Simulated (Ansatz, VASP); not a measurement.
**Two plane-wave programs on Ag**

File POSCAR:

```
Ag
1.0
   -1.6556540000      1.6556540000      1.6556540000
    1.6556540000     -1.6556540000      1.6556540000
    1.6556540000      1.6556540000     -1.6556540000
Ag
1
Direct
    0.0000000000      0.0000000000      0.0000000000
```

Contents of INCAR.step1:

```
PREC = Accurate ; ENCUT = 520
EDIFF = 1E-5 ; ISMEAR = -1
SIGMA = 0.05 ; LREAL = F
LASPH = T ; NELM = 60
ALGO = Normal ; ISIF = 2
LWAVE = T ; LCHARG = F
NBANDS = 12 ; GGA = PE
```

File INCAR.step2:

```
PREC = Accurate ; ENCUT = 520
EDIFF = 1E-6 ; ISMEAR = -1
SIGMA = 0.05 ; LREAL = F
LASPH = T ; NELM = 60
ALGO = Normal ; ISIF = 2
LWAVE = F ; LCHARG = F
GGA = PE ; LHFCALC = T
AEXX = 0.25 ; HFSCREEN = 0.3
PRECFOCK = Normal ; NBANDS = 12
ISTART = 1
```

KPOINTS

```
regular mesh
0
Gamma
  6 6 6
```

File input:

```
crystal:
  lattice:
    - [-1.655654, 1.655654, 1.655654]
    - [1.655654, -1.655654, 1.655654]
    - [1.655654, 1.655654, -1.655654]
  atoms:
    - { symbol: Ag, position: [0.0, 0.0, 0.0] }
hamiltonian:
  xc: { exchange: pbe, correlation: pbe, exx: { coeff: 0.25, omega: 0.3 } }
  pseudopotentials: { kind: paw }
kpoints:
  mp_grid: { grid: [6, 6, 6] }
  band_path:
    path:
      - [[0.0, 0.0, 0.0], [0.5, -0.5, 0.5], [0.0, 0.0, 0.5], [0.0, 0.0, 0.0], [0.25, 0.25, 0.25], [0.5, -0.5, 0.5]]
      - [[0.25, 0.25, 0.25], [0.0, 0.0, 0.5]]
    npoints: 4
scf:
  occupations: { method: fermi_dirac, width: 0.05 }
  n_extra_bands: 6
output:
  forces: true
  stress: true
  eigenvalues: true
  fatbands: false
  write_density: true
  write_potential: true
  elf: true
  volumetric_format: npy
```

Alike in both runs: functional PBE-based screened hybrid; k mesh 6 × 6 × 6; occupations fermi-dirac, width 0.05 eV; no spin polarisation.

|  | VASP | Ansatz |
| --- | --- | --- |
| version | VASP 6.6.1 | Ansatz 0.2.0 |
| potentials or method | VASP PAW PBE potentials, release 64 (Ag) | Ansatz PAW |
| plane-wave cutoff (eV) | 520 | 420 |
| valence electrons in the cell | 11 | 19 |
| task | single point | band structure |

|  | VASP | Ansatz | Ansatz less VASP |
| --- | --- | --- | --- |
| gap on the k mesh at the Fermi level (eV) | none | none | - |
| pressure (GPa) | -0.4 | -0.5 | -0.08 |

VASP's potentials were made for PBE, not for PBE-based screened hybrid. A gap of «none» marks a metal or a gap that the smearing closes. VASP's potentials hold 11 valence electrons a cell and Ansatz's 19, so a difference there can come from the potentials and not from the codes.

The k mesh is coarse, so the values compare programs but aren't converged.
